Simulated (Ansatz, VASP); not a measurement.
# WC in VASP and in Ansatz

```xyz
2
Lattice="0.0000 2.2557 2.1900 2.1900 0.0000 2.1900 2.1900 2.2557 0.0000" Properties=species:S:1:pos:R:3 pbc="T T T"
W     0.0000    0.0000    0.0000
C     2.1900    2.2557    2.1900
```

Change from the starting cell: strain +0.0300 x Voigt [0, 1, 0, 0, 0, 0], atoms carried along.

Alike in both runs: task single point; functional PBE; k mesh 24 × 24 × 24; occupations gaussian, width 0.15 eV; no spin polarisation.

|  | VASP | Ansatz |
| --- | --- | --- |
| version | VASP 6.6.1 | Ansatz 0.2.0 |
| potentials or method | VASP PAW PBE potentials, release 64 (W_sv, C), cutoff 520 eV | scalar-relativistic, plane waves, PAW |
| valence electrons in the cell | 18 | 18 |

|  | VASP | Ansatz | Ansatz less VASP |
| --- | --- | --- | --- |
| gap on the k mesh at the Fermi level (eV) | none | none | - |
| pressure (GPa) | -8.7 | -9.5 | -0.79 |
| traceless stress, the component that is largest in VASP (GPa) | -8.86 | -8.81 | +0.050 |

A gap of «none» marks a metal or a gap that the smearing closes. With one functional, cell and mesh, what is left measures potentials, basis and numerics.

Spin-orbit coupling is off throughout.
